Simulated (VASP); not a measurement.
Input of a VASP 6.6.1 run:

INCAR

```
ALGO = Fast
DIPOL = 0.5 0.5 0.347
EDIFF = 1E-7
EDIFFG = -0.025
ENCUT = 520
GGA = PE
IBRION = 2
IDIPOL = 3
ISIF = 2
ISMEAR = 0
LASPH = T
LCHARG = F
LDIPOL = T
LREAL = F
LWAVE = F
NELM = 100
NSW = 36
PREC = Accurate
SIGMA = 0.1
```

The input KPOINTS:

```
k-points
0
Gamma
  8 8 1
```

The input POSCAR:

```
W4C
1.0
    3.1836991688      0.0000000000      0.0000000000
    0.0000000000      3.1836991688      0.0000000000
    0.0000000000      0.0000000000     20.1425775749
W C
4 1
Selective dynamics
Direct
    0.5000000000      0.5000000000      0.1985843165  F F F
    0.0000000000      0.0000000000      0.2776134069  F F F
    0.5000000000      0.5000000000      0.3599451800  F F F
    0.0000000000      0.0000000000      0.4290700901  F F F
    0.3750000000      0.5000000000      0.4697798750  F F T
```

Potentials or basis: VASP PAW PBE potentials, release 64 (W_sv, C).

Command:

```sh
$ cat potpaw_PBE.64/W_sv/POTCAR potpaw_PBE.64/C/POTCAR > POTCAR
$ mpirun -np 1 vasp_std > vasp.out
```

(1) Estimate the band gap on the k mesh.

(2) Predict the energy gained by relaxing.

## Answers

(1) zero (bands 30 and 31 overlap by 1.67 eV).

(2) 25.0 meV/atom.

Caveat: spin-orbit coupling is left out, which moves the levels of the heavy elements.
